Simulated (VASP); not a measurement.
A run of VASP 6.6.1 is set up as follows.

File INCAR:

```
PREC = Accurate
ENCUT = 600
EDIFF = 1E-7
ISMEAR = -1
SIGMA = 0.05
LREAL = False
LASPH = True
NELM = 60
ALGO = Normal
ISIF = 3
LWAVE = False
LCHARG = False
GGA = PE
IBRION = 2
NSW = 32
EDIFFG = -0.005
PSTRESS = 82.0
```

The input KPOINTS:

```
regular mesh
0
Gamma
  15 15 8
```

File POSCAR:

```
Ge
1.0
    2.8843216943      0.0000000000      0.0000000000
   -1.4421608472      2.4978958599      0.0000000000
    0.0000000000      0.0000000000      4.8563285237
Ge
2
Direct
    0.3333333333      0.6666666667      0.2500000000
    0.6666666667      0.3333333333      0.7500000000
```

Potentials or basis: VASP PAW PBE potentials, release 64 (Ge_d).

The run is started by

```console
$ cat potpaw_PBE.64/Ge_d/POTCAR > POTCAR
$ mpirun -np 1 vasp_std > vasp.out
```

What does it give for the band gap on the k mesh?

Zero (bands 14 and 15 overlap by 11.17 eV).

Estimate the relaxed cell.

a = 2.885 Å, b = 2.885 Å, c = 4.858 Å, α = 90.00°, β = 90.00°, γ = 120.00°.

Final structure:
```
CELL_PARAMETERS angstrom
2.88519 0.00000 0.00000
-1.44260 2.49865 0.00000
0.00000 0.00000 4.85798
ATOMIC_POSITIONS crystal
Ge 0.33333 0.66667 0.25000
Ge 0.66667 0.33333 0.75000
```

Caveat: the cell is relaxed towards a set pressure, so the run minimises the enthalpy, not the energy.
